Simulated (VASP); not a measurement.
# HgS (F-43m) in VASP: elastic constants with PBEsol

Aim: the elastic constants of HgS with PBEsol.

All numbers are computed with VASP 6.6.1; they aren't measurements. Logs are shortened: lines on timing, memory, paths and dates and some standing lists are left out, and cuts for length are marked.

## (1) The cell of the first run

It takes space group F-43m (No. 216, cubic). Conventional cell: a = 5.816 Å, b = 5.816 Å, c = 5.816 Å, α = 90.00°, β = 90.00°, γ = 90.00°. Hg (site symmetry -43m) has 4 S at 2.52 Å within 3.3 Å. Within 3.3 Å of S (site symmetry -43m) lie 4 Hg at 2.52 Å.

## (2) Elastic constants, PBEsol

File INCAR:

```
SYSTEM = HgS
PREC     = Accurate       ! precision mode
ENCUT    = 500            ! plane-wave cutoff, eV
EDIFF    = 1E-8           ! SCF threshold, eV
ISMEAR   = -1             ! smearing method
SIGMA    = 0.08           ! smearing width, eV
LREAL    = .FALSE.        ! projectors in reciprocal space
LASPH    = .TRUE.         ! aspherical terms in the spheres
NELM     = 120            ! most SCF steps
ALGO     = Normal         ! electronic algorithm
ISIF     = 3              ! what is computed and relaxed
LWAVE    = .FALSE.        ! write WAVECAR
LCHARG   = .TRUE.         ! write CHGCAR
GGA      = PS             ! functional
IBRION   = 6              ! ionic algorithm
NFREE    = 2            
POTIM    = 0.015          ! step
NSW      = 1              ! ionic steps
GGA_COMPAT= .FALSE.
```

File KPOINTS:

```
Automatic mesh
0
G
  14 14 14
  0 0 0
```

File POSCAR:

```
HgS
1.0
    0.0000000000      2.9081727684      2.9081727684
    2.9081727684      0.0000000000      2.9081727684
    2.9081727684      2.9081727684      0.0000000000
Hg S
1 1
Direct
    0.0000000000      0.0000000000      0.0000000000
    0.7500000000      0.7500000000      0.7500000000
```

Potentials or basis: VASP PAW PBE potentials, release 64 (Hg, S).

Run with:

```
$ cat potpaw_PBE.64/Hg/POTCAR potpaw_PBE.64/S/POTCAR > POTCAR
$ mpirun -np 1 vasp_std > vasp.out
```

OUTCAR:

```text
SYSTEM = HgS
   PREC = Accurate
   ENCUT = 500
   EDIFF = 1E-8
   ISMEAR = -1
   LREAL = .FALSE.
   LASPH = .TRUE.
   NELM = 120
   ISIF = 3
   GGA = PS
   IBRION = 6
   NFREE = 2
   POTIM = 0.015
   NSW = 1

 ion  position               nearest neighbor table
   1  0.000  0.000  0.000-   2 2.52   2 2.52   2 2.52   2 2.52
   2  0.750  0.750  0.750-   1 2.52   1 2.52   1 2.52   1 2.52

  LATTYP: Found a face centered cubic cell.
 ALAT       =     5.8163455368

  Lattice vectors:

 A1 = (   0.0000000000,   2.9081727684,   2.9081727684)
 A2 = (   2.9081727684,   0.0000000000,   2.9081727684)
 A3 = (   2.9081727684,   2.9081727684,   0.0000000000)

Analysis of symmetry for initial positions (statically):
=====================================================================
 Subroutine PRICEL returns:
 Original cell was already a primitive cell.

 Routine SETGRP: Setting up the symmetry group for a
 face centered cubic supercell.

 Subroutine GETGRP returns: Found 24 space group operations
 (whereof 24 operations were pure point group operations)
 out of a pool of 48 trial point group operations.

The static configuration has the point symmetry T_d .

Analysis of symmetry for dynamics (positions and initial velocities):
=====================================================================
 Subroutine PRICEL returns:
 Original cell was already a primitive cell.

 Routine SETGRP: Setting up the symmetry group for a
 face centered cubic supercell.

 Subroutine GETGRP returns: Found 24 space group operations
 (whereof 24 operations were pure point group operations)
 out of a pool of 48 trial point group operations.

The dynamic configuration has the point symmetry T_d .

 Subroutine INISYM returns: Found 24 space group operations
 (whereof 24 operations are pure point group operations),
 and found     1 'primitive' translations

----------------------------------------------------------------------------------------

                                     Primitive cell

  volume of cell :      49.1916

  direct lattice vectors                    reciprocal lattice vectors
     0.000000000  2.908172768  2.908172768    -0.171929263  0.171929263  0.171929263
     2.908172768  0.000000000  2.908172768     0.171929263 -0.171929263  0.171929263
     2.908172768  2.908172768  0.000000000     0.171929263  0.171929263 -0.171929263

  length of vectors
     4.112777371  4.112777371  4.112777371     0.297790218  0.297790218  0.297790218

  position of ions in fractional coordinates (direct lattice)
     0.000000000  0.000000000  0.000000000
     0.750000000  0.750000000  0.750000000

  ion indices of the primitive-cell ions
   primitive index   ion index
                 1           1
                 2           2

----------------------------------------------------------------------------------------

 KPOINTS: Automatic mesh

Automatic generation of k-mesh.
 Grid dimensions read from file:
 generate k-points for:   14   14   14

 Generating k-lattice:

  Cartesian coordinates                     Fractional coordinates (reciprocal lattice)
    -0.012280662  0.012280662  0.012280662     0.071428571  0.000000000  0.000000000
     0.012280662 -0.012280662  0.012280662     0.000000000  0.071428571  0.000000000
     0.012280662  0.012280662 -0.012280662     0.000000000  0.000000000  0.071428571

  Length of vectors
     0.021270730  0.021270730  0.021270730
[... 110 lines left out ...]
  -------------------------------------------------------------------------------------
  Total        0.7396330      0.7396330      0.7396330     -0.0000000      0.0000000     -0.0000000
  in kB       24.0899714     24.0899714     24.0899714     -0.0000000      0.0000000     -0.0000000
  external PRESSURE =      24.0899714 kB  Pullay stress =       0.0000000 kB
[... 89 lines left out ...]
  FREE ENERGIE OF THE ION-ELECTRON SYSTEM (eV)
  ---------------------------------------------------
  free  energy   TOTEN  =        -5.2507528298 eV

  energy  without entropy=       -5.2501024861  energy(sigma->0) =       -5.25042766

[... ionic steps 4 to 14 ...]

--------------------------------------- Ionic step       15  -------------------------------------------

 number of electron      17.9999997 magnetization

------------------------ aborting loop because EDIFF is reached ----------------------------------------
[... 67 lines left out ...]
--------------------------------------- Ionic step       17  -------------------------------------------

 number of electron      17.9999997 magnetization

 Free energy of the ion-electron system (eV)
  ---------------------------------------------------
  ext. energy  EPLUGINS =         0.00000000
  ---------------------------------------------------
  free energy    TOTEN  =        -5.26426858 eV

  energy without entropy =       -5.26358771  energy(sigma->0) =       -5.26392814

 E-fermi :   2.4244     XC(G=0):  -9.6052

 val. band max:        2.2257788978   @ k =   0.0000   0.0000   0.0000
 cond. band min:       2.6075092126   @ k =   0.0714   0.0000   0.0000
 fundamental gap:      0.3817303148
 Fermi energy:         2.4243722923

 k-point     1 :       0.0000    0.0000    0.0000
  band No.  band energies     occupation
      1     -11.2276      2.00000
      2      -5.0516      2.00000
      3      -5.0308      2.00000
      4      -5.0097      2.00000
      5      -4.0708      2.00000
      6      -4.0705      2.00000
      7       1.6916      1.99979
      8       2.2173      1.86026
      9       2.2235      1.84987
     10       2.2258      1.84580
     11       8.1188      0.00000
     12       8.1218      0.00000
     13       8.1262      0.00000
[... 354 lines left out ...]
  band No.  band energies     occupation
      1     -10.8936      2.00000
      2      -4.9849      2.00000
      3      -4.8260      2.00000
      4      -4.7910      2.00000
      5      -4.1208      2.00000
      6      -4.0068      2.00000
      7      -0.7576      2.00000
      8       1.2078      2.00000
      9       1.2271      2.00000
     10       4.2810      0.00000
     11       6.8906      0.00000
     12       8.9316      0.00000
     13       9.2764      0.00000

 [... further k-points ...]

------------------------ aborting loop because EDIFF is reached ----------------------------------------

  FORCE on cell =-STRESS in cart. coord.  units (eV):
  Direction    XX          YY          ZZ          XY          YZ          ZX
  --------------------------------------------------------------------------------------
  -------------------------------------------------------------------------------------
  Total        0.7397379      0.7422699      0.7422699      0.0000000     -0.0938413      0.0000000
  in kB       24.0933867     24.1758538     24.1758538      0.0000000     -3.0564258      0.0000000
  external PRESSURE =      24.1483648 kB  Pullay stress =       0.0000000 kB
[... 17 lines left out ...]
  FREE ENERGIE OF THE ION-ELECTRON SYSTEM (eV)
  ---------------------------------------------------
  free  energy   TOTEN  =        -5.2642685773 eV

  energy  without entropy=       -5.2635877100  energy(sigma->0) =       -5.26392814

 INTERNAL STRAIN TENSORS FROM STRAINED CELLS
 ============================================

 INTERNAL STRAIN TENSOR FOR ION    1 for displacements in x,y,z  (eV/Angst):
          X           Y           Z          XY          YZ          ZX
  --------------------------------------------------------------------------------
  x    -0.00000    -0.00000    -0.00000     0.00000    -6.25935     0.00000
  y    -0.00000     0.00000     0.00000     0.00000    -0.00000    -6.25932
  z    -0.00000    -0.00000     0.00000    -6.25887     0.00000     0.00000

 INTERNAL STRAIN TENSORS FROM DISPLACED ATOMS
 ============================================

 INTERNAL STRAIN TENSOR FOR ION    1 for displacements in x,y,z  (eV/Angst):
          X           Y           Z          XY          YZ          ZX
  --------------------------------------------------------------------------------
  x     0.00000     0.00000     0.00000     0.00000    -6.25117     0.00000
  y     0.00000     0.00000     0.00000     0.00000     0.00000    -6.25117
  z     0.00000     0.00000     0.00000    -6.25117     0.00000     0.00000

 INTERNAL STRAIN TENSOR FOR ION    2 for displacements in x,y,z  (eV/Angst):
          X           Y           Z          XY          YZ          ZX
  --------------------------------------------------------------------------------
  x    -0.00000    -0.00000    -0.00000     0.00000     6.25162     0.00000
  y    -0.00000    -0.00000    -0.00000     0.00000     0.00000     6.25162
  z    -0.00000    -0.00000    -0.00000     6.25162     0.00000     0.00000

 Eigenvectors and eigenvalues of the dynamical matrix
 ----------------------------------------------------

   1 f  =    5.618512 THz    35.302149 2PiTHz  187.413371 cm-1    23.236286 meV
             X         Y         Z           dx          dy          dz
      0.000000  0.000000  0.000000     0.000000    0.000000   -0.371235
      4.362259  4.362259  4.362259     0.000000    0.000000    0.928539
[... 21 lines left out ...]
   6 f/i=    0.000086 THz     0.000540 2PiTHz    0.002869 cm-1     0.000356 meV
             X         Y         Z           dx          dy          dz
      0.000000  0.000000  0.000000    -0.037394    0.927509    0.022667
      4.362259  4.362259  4.362259    -0.014950    0.370823    0.009063

--------------------------------------------------------------------------------------------------------

 ELASTIC MODULI CONTR FROM IONIC RELAXATION (kBar)
 Direction    XX          YY          ZZ          XY          YZ          ZX
 --------------------------------------------------------------------------------
 XX          -0.0000     -0.0000     -0.0000      0.0000      0.0000      0.0000
 YY          -0.0000     -0.0000     -0.0000      0.0000      0.0000      0.0000
 ZZ          -0.0000     -0.0000     -0.0000      0.0000      0.0000      0.0000
 XY           0.0000      0.0000      0.0000   -356.4566      0.0000      0.0000
 YZ           0.0000      0.0000      0.0000      0.0000   -356.4566      0.0000
 ZX           0.0000      0.0000      0.0000      0.0000      0.0000   -356.4566
 --------------------------------------------------------------------------------

 TOTAL ELASTIC MODULI (kBar)
 Direction    XX          YY          ZZ          XY          YZ          ZX
 --------------------------------------------------------------------------------
 XX         783.0246    646.8101    646.8101      0.0000      0.0000      0.0000
 YY         646.8101    783.0246    646.8101     -0.0000      0.0000      0.0000
 ZZ         646.8101    646.8101    783.0246      0.0000      0.0000     -0.0000
 XY           0.0000     -0.0000      0.0000    213.7597      0.0000      0.0000
 YZ           0.0000      0.0000      0.0000      0.0000    213.7597      0.0000
 ZX           0.0000      0.0000     -0.0000      0.0000      0.0000    213.7597
 --------------------------------------------------------------------------------
```

Run time: 49 min. Hardware: 1 thread of Intel Xeon Platinum 8259CL at 2.50GHz (Skylake/Cascade Lake), shared host; peak memory 0.81 GiB.

Results:

```yaml
Elastic_constants_C11_C12_C44: 78, 65, 21 GPa
Voigt_bulk_modulus: 69 GPa
Highest_phonon_frequency_at_Γ_LO-TO_splitting_left_out: 187 cm⁻¹
```

Phonon frequencies in cm⁻¹ (negative: imaginary):
| q point | frequencies |
| --- | --- |
| (0.000, 0.000, 0.000) | 0 0 0 187 187 187 |

Elastic tensor in Voigt notation (GPa, in the Cartesian axes of the cell as first typed):
```
78 65 65  0  0  0
65 78 65  0  0  0
65 65 78  0  0  0
 0  0  0 21  0  0
 0  0  0  0 21  0
 0  0  0  0  0 21
```

Clamped-ion elastic tensor (GPa):
```
78 65 65  0  0  0
65 78 65  0  0  0
65 65 78  0  0  0
 0  0  0 57  0  0
 0  0  0  0 57  0
 0  0  0  0  0 57
```

Caveat: the cell is under stress, which shifts elastic constants; the PAW data sets were made with another functional, which shifts forces and pressure a little; spin-orbit coupling is left out, which moves the levels of the heavy elements.
